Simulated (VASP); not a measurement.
# LaBi (Fm-3m) in VASP: further runs, part 2 of 2

VASP 6.6.1.

## (3) Single point, LDA

This run uses another cell than the first one, of 38.20 Å³/atom, 1.038 times its volume.

File INCAR:

```
PREC = Accurate ; ENCUT = 520
EDIFF = 1E-6 ; ISMEAR = 0
SIGMA = 0.02 ; LREAL = False
LASPH = True ; NELM = 80
ALGO = Normal ; ISIF = 2
LWAVE = False ; LCHARG = False
NBANDS = 20
```

File KPOINTS:

```
Automatic mesh
0
Gamma
  7 7 7
```

File POSCAR:

```
LaBi
1.0
    0.0000000000      3.3677976270      3.3677976270
    3.3677976270      0.0000000000      3.3677976270
    3.3677976270      3.3677976270      0.0000000000
La Bi
1 1
Direct
    0.0000000000      0.0000000000      0.0000000000
    0.5000000000      0.5000000000      0.5000000000
```

Potentials or basis: VASP PAW LDA potentials, release 64 (La, Bi_d).

The run is started by

```console
> cat potpaw_LDA.64/La/POTCAR potpaw_LDA.64/Bi_d/POTCAR > POTCAR
> mpirun -np 1 vasp_std > vasp.out
```

Run time: 12 s. Hardware: 1 thread of Intel Xeon 6975P-C (Granite Rapids), shared host; peak memory 0.19 GiB.

Results (log left out):

| Property | Result |
| --- | --- |
| Free energy | -12.1705 eV |
| Pressure | -4.7 GPa |
| Band gap on the k mesh | zero (band 13 reaches 6.17 eV, above the bottom of band 14 at 5.91 eV) |

Levels at points of the mesh, in eV from the Fermi level:
| k point | band 9 | band 10 | band 11 | band 12 | band 13 | band 14 | band 15 | band 16 | band 17 | band 18 |
| --- | --- | --- | --- | --- | --- | --- | --- | --- | --- | --- |
| (0.00, 0.00, 0.00) | -16.37 | -10.21 | 0.26 | 0.26 | 0.26 | 1.28 | 1.28 | 1.28 | 1.55 | 1.82 |

Caveat: spin-orbit coupling is left out, which moves the levels of the heavy elements.

## (4) Single point, LDA

This run uses another cell than the first one, of 39.61 Å³/atom, 1.077 times its volume.

File INCAR:

```
PREC = Accurate
ENCUT = 520
EDIFF = 1E-7
ISMEAR = 0
SIGMA = 0.02
LREAL = F
LASPH = T
NELM = 80
ALGO = Normal
ISIF = 2
LWAVE = F
LCHARG = F
NBANDS = 20
```

File KPOINTS:

```
regular mesh
0
Gamma
  7 7 7
```

File POSCAR:

```
LaBi
1.0
    0.0000000000      3.4088723779      3.4088723779
    3.4088723779      0.0000000000      3.4088723779
    3.4088723779      3.4088723779      0.0000000000
La Bi
1 1
Direct
    0.0000000000      0.0000000000      0.0000000000
    0.5000000000      0.5000000000      0.5000000000
```

Potentials or basis: VASP PAW LDA potentials, release 64 (La, Bi_d).

The run is started by

```console
> cat potpaw_LDA.64/La/POTCAR potpaw_LDA.64/Bi_d/POTCAR > POTCAR
> mpirun -np 1 vasp_std > vasp.out
```

OUTCAR:

```text
PREC = Accurate
   ENCUT = 520
   EDIFF = 1E-7
   ISMEAR = 0
   LREAL = F
   LASPH = T
   NELM = 80
   ISIF = 2

 ion  position               nearest neighbor table
   1  0.000  0.000  0.000-   2 3.41   2 3.41   2 3.41   2 3.41   2 3.41   2 3.41
   2  0.500  0.500  0.500-   1 3.41   1 3.41   1 3.41   1 3.41   1 3.41   1 3.41

  LATTYP: Found a face centered cubic cell.
 ALAT       =     6.8177447558

  Lattice vectors:

 A1 = (   0.0000000000,   3.4088723779,   3.4088723779)
[... 638 lines left out ...]

------------------------ aborting loop because EDIFF is reached ----------------------------------------

  FORCE on cell =-STRESS in cart. coord.  units (eV):
  Direction    XX          YY          ZZ          XY          YZ          ZX
  --------------------------------------------------------------------------------------
  -------------------------------------------------------------------------------------
  Total       -2.9186327     -2.9186327     -2.9186327      0.0000000      0.0000000     -0.0000000
  in kB      -59.0238866    -59.0238866    -59.0238866      0.0000000      0.0000000     -0.0000000
  external PRESSURE =     -59.0238866 kB  Pullay stress =       0.0000000 kB

 VOLUME and BASIS-vectors are now :
 -----------------------------------------------------------------------------
  energy-cutoff  :      520.00
  volume of cell :       79.22
      direct lattice vectors                 reciprocal lattice vectors
     0.000000000  3.408872378  3.408872378    -0.146676069  0.146676069  0.146676069
     3.408872378  0.000000000  3.408872378     0.146676069 -0.146676069  0.146676069
     3.408872378  3.408872378  0.000000000     0.146676069  0.146676069 -0.146676069

 POSITION                                       TOTAL-FORCE (eV/Angst)
 -----------------------------------------------------------------------------------
      0.00000      0.00000      0.00000         0.000000     -0.000000      0.000000
      3.40887      3.40887      3.40887         0.000000      0.000000      0.000000
 -----------------------------------------------------------------------------------
    total drift:                                0.000000      0.000000      0.000000

  FREE ENERGIE OF THE ION-ELECTRON SYSTEM (eV)
  ---------------------------------------------------
  free  energy   TOTEN  =       -12.0768893404 eV

  energy  without entropy=      -12.0766919563  energy(sigma->0) =      -12.07679065
```

OSZICAR:

```text
N       E                     dE             d eps       ncg     rms          rms(c)
DAV:   1     0.269787127781E+03    0.26979E+03   -0.11130E+04   808   0.179E+03
DAV:   2     0.240131056584E+02   -0.24577E+03   -0.23487E+03   928   0.339E+02
DAV:   3    -0.936584632290E+01   -0.33379E+02   -0.32063E+02   900   0.160E+02
DAV:   4    -0.120977447585E+02   -0.27319E+01   -0.27209E+01  1484   0.429E+01
DAV:   5    -0.121877196735E+02   -0.89975E-01   -0.89928E-01  1192   0.595E+00    0.266E+00
DAV:   6    -0.121011592086E+02    0.86560E-01   -0.25917E-01  1492   0.268E+00    0.145E+00
DAV:   7    -0.120771005602E+02    0.24059E-01   -0.69582E-02  1340   0.212E+00    0.474E-01
DAV:   8    -0.120769684037E+02    0.13216E-03   -0.35016E-03  1484   0.530E-01    0.173E-01
DAV:   9    -0.120768837135E+02    0.84690E-04   -0.67779E-04  1176   0.246E-01    0.218E-02
DAV:  10    -0.120768929825E+02   -0.92690E-05   -0.16903E-04  1540   0.947E-02    0.952E-03
DAV:  11    -0.120768890023E+02    0.39802E-05   -0.16639E-05  1280   0.250E-02    0.413E-03
DAV:  12    -0.120768893853E+02   -0.38298E-06   -0.43008E-06  1580   0.104E-02    0.149E-03
DAV:  13    -0.120768893404E+02    0.44939E-07   -0.31108E-07   948   0.299E-03
   1 F= -.12076889E+02 E0= -.12076791E+02  d E =-.197384E-03
```

Run time: 13 s. Hardware: 1 thread of Intel Xeon 6975P-C (Granite Rapids), shared host; peak memory 0.19 GiB.

Results:

```yaml
Free_energy: -12.0769 eV
Pressure: -5.9 GPa
Band_gap_on_the_k_mesh: zero (band 13 reaches 5.82 eV, above the bottom of band 14 at 5.64 eV)
```

Caveat: spin-orbit coupling is left out, which moves the levels of the heavy elements.

## (5) Summary

| cell | gap on the mesh (eV) | pressure (GPa) |
| --- | --- | --- |
| a = 4.703 Å, angles 60.0°, 2 atoms | none | -3.3 |
| a = 4.763 Å, angles 60.0°, 2 atoms | none | -4.7 |
| a = 4.821 Å, angles 60.0°, 2 atoms | none | -5.9 |

Alike in all rows: task single point; level LDA; potentials or basis VASP PAW LDA potentials, release 64 (La, Bi_d); no spin polarisation; k mesh 7 × 7 × 7; cutoff (eV) 520; smearing gaussian 0.02 eV.

Caveats: spin-orbit coupling is left out, which moves the levels of the heavy elements.

Absolute energies hang on the potentials; compare differences alone.
